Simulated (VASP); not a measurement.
Crystal: Ni3Ge.

```
CELL_PARAMETERS angstrom
3.26545 0.00000 0.00000
0.00000 3.26545 0.00000
0.00000 0.00000 3.26545
ATOMIC_POSITIONS crystal
Ni 0.50000 0.00000 0.50000
Ni 0.00000 0.50000 0.50000
Ni 0.50000 0.50000 0.00000
Ge 0.00000 0.00000 0.00000
```

Base run:

```yaml
Program: VASP 6.6.1
Functional: LDA
Potentials_or_basis: VASP PAW LDA potentials, release 64 (Ni, Ge_d)
Cutoff: 520 eV
k_mesh: 12 × 12 × 12
Occupations: gaussian, width 0.15 eV
Spin: collinear spin, ferromagnetic start
Starting_moments: "[0.625, 0.625, 0.625, 0.0] μB"
Fixed_moment: 1.875 μB
```

Its results: pressure 82.9 GPa; site moments Ni +0.58; Ge +0.08 μB.

Question: The run is repeated on the same cell with these changes: fixed moment from 1.875 μB to 2.625 μB; moments at the start from [0.62, 0.62, 0.62, 0.0] to [0.88, 0.88, 0.88, 0.0]. What comes out?

Answer: Pressure 87.5 GPa; site moments Ni +0.80; Ge +0.17 μB.

Caveats: the cell stands under pressure; the total moment is fixed, so each spin has its own Fermi level.
